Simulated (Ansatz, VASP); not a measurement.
## Two plane-wave programs on GaGe

Contents of INCAR:

```
ALGO = Normal ; EDIFF = 1E-7
EDIFFG = -0.01 ; ENCUT = 600
GGA = PS ; IBRION = 2
ISIF = 3 ; ISMEAR = -1
IVDW = 12 ; LASPH = True
LCHARG = False ; LREAL = False
LWAVE = False ; NELM = 80
NSW = 60 ; PREC = Accurate
SIGMA = 0.05
```

KPOINTS

```
k-points
0
Gamma
  8 8 8
```

POSCAR

```
GaGe
1.0
    0.0000000000      2.8978440000      2.8978440000
    2.8978440000      0.0000000000      2.8978440000
    2.8978440000      2.8978440000      0.0000000000
Ge Ga
1 1
Direct
    0.0000000000      0.0000000000      0.0000000000
    0.2500000000      0.2500000000      0.2500000000
```

Contents of input.yaml:

```yaml
crystal:
  lattice:
    - [0.0, 2.897844, 2.897844]
    - [2.897844, 0.0, 2.897844]
    - [2.897844, 2.897844, 0.0]
  atoms:
    - { symbol: Ge, position: [0.0, 0.0, 0.0] }
    - { symbol: Ga, position: [0.25, 0.25, 0.25] }
hamiltonian:
  xc: pbesol
  pseudopotentials: { kind: paw }
  dispersion: d3bj
kpoints:
  mp_grid: { grid: [8, 8, 8] }
scf:
  occupations: { method: fermi_dirac, width: 0.05 }
output:
  forces: true
  stress: true
  eigenvalues: true
  write_density: true
  write_potential: true
  elf: true
  volumetric_format: npy
relax:
  f_tol: 0.01
  max_steps: 40
  cell: { stress_tol: 0.05 }
```

Alike in both runs: task relaxation of cell and atoms; functional PBEsol; dispersion D3(BJ); k mesh 8 × 8 × 8; occupations fermi-dirac, width 0.05 eV; no spin polarisation.

|  | VASP | Ansatz |
| --- | --- | --- |
| version | VASP 6.6.1 | Ansatz 0.2.0 |
| potentials or method | VASP PAW PBE potentials, release 64 (Ge_d, Ga_d) | Ansatz PAW |
| plane-wave cutoff (eV) | 600 | 420 |
| valence electrons in the cell | 27 | 27 |

|  | VASP | Ansatz | Ansatz less VASP |
| --- | --- | --- | --- |
| gap on the k mesh at the Fermi level, each at its own relaxed structure (eV) | none | none | - |
| relaxed volume (Å³/atom) | 22.49 | 22.51 | +0.018 |
| relaxed cell length with the largest relative difference (Å) | 3.992 | 3.993 | +0.0011 |

VASP's potentials were made for PBE, not for PBEsol. A gap of «none» marks a metal or a gap that the smearing closes.

Noted on Ansatz's run: the plane-wave basis is chosen anew once the cell has moved, so the energies of steps on either side of that aren't comparable.
